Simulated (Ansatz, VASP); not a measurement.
## InSb: VASP beside Ansatz

```
In Sb
1.0
     0.00000    3.26055    3.26055
     3.26055    0.00000    3.26055
     3.26055    3.26055    0.00000
In Sb
1 1
Cartesian
  0.0000 0.0000 0.0000
  4.8908 4.8908 4.8908
```

Change from the starting cell: volume scaled by 1.02, crystal datasets.

Alike in both runs: task electric field gradients; functional LDA; k mesh 10 × 10 × 10; occupations fermi-dirac, width 0.03 eV; no spin polarisation.

|  | VASP | Ansatz |
| --- | --- | --- |
| version | VASP 6.6.1 | Ansatz 0.2.0 |
| potentials or method | VASP PAW LDA potentials, release 64 (In_d, Sb), cutoff 520 eV | all-electron PAW with datasets made for the crystal, scalar-relativistic |

Ansatz gave:

```
pressure (GPa) : -1.4
```

Problem. Which values does VASP return?

Solution. Pressure (GPa): -1.3.

LDA's correlation is that of Perdew and Zunger in VASP and of Perdew and Wang (1992) in Ansatz. Ansatz ran all-electron here, and VASP with PAW potentials.

Neither program's run includes spin-orbit coupling.
